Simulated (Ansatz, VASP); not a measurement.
**SrO in VASP and in Ansatz**

```
CELL_PARAMETERS angstrom
0.00000 2.56134 2.56134
2.56134 0.00000 2.56134
2.56134 2.56134 0.00000
ATOMIC_POSITIONS crystal
Sr 0.00000 0.00000 0.00000
O 0.50000 0.50000 0.50000
```

Alike in both runs: functional PBEsol; k mesh 8 × 8 × 8; occupations gaussian, width 0.02 eV; no spin polarisation.

Ansatz relaxed the structure, and its values are those at the end. VASP's run is a single point on that final structure, the one shown.

|  | VASP | Ansatz |
| --- | --- | --- |
| version | VASP 6.6.1 | Ansatz 0.2.0 |
| potentials or method | VASP PAW PBE potentials, release 64 (Sr_sv, O), cutoff 600 eV | scalar-relativistic, plane waves, PAW |
| valence electrons in the cell | 16 | 16 |

Ansatz gave:

- gap on the k mesh at the Fermi level (eV): 3.20
- least direct gap on the mesh (eV): 3.27
- pressure (GPa): 0.0

Which values does VASP return?

gap on the k mesh at the Fermi level (eV): 3.15; least direct gap on the mesh (eV): 3.23; pressure (GPa): 0.5.

VASP's potentials were made for PBE, not for PBEsol, and Ansatz warns of the same on its side.
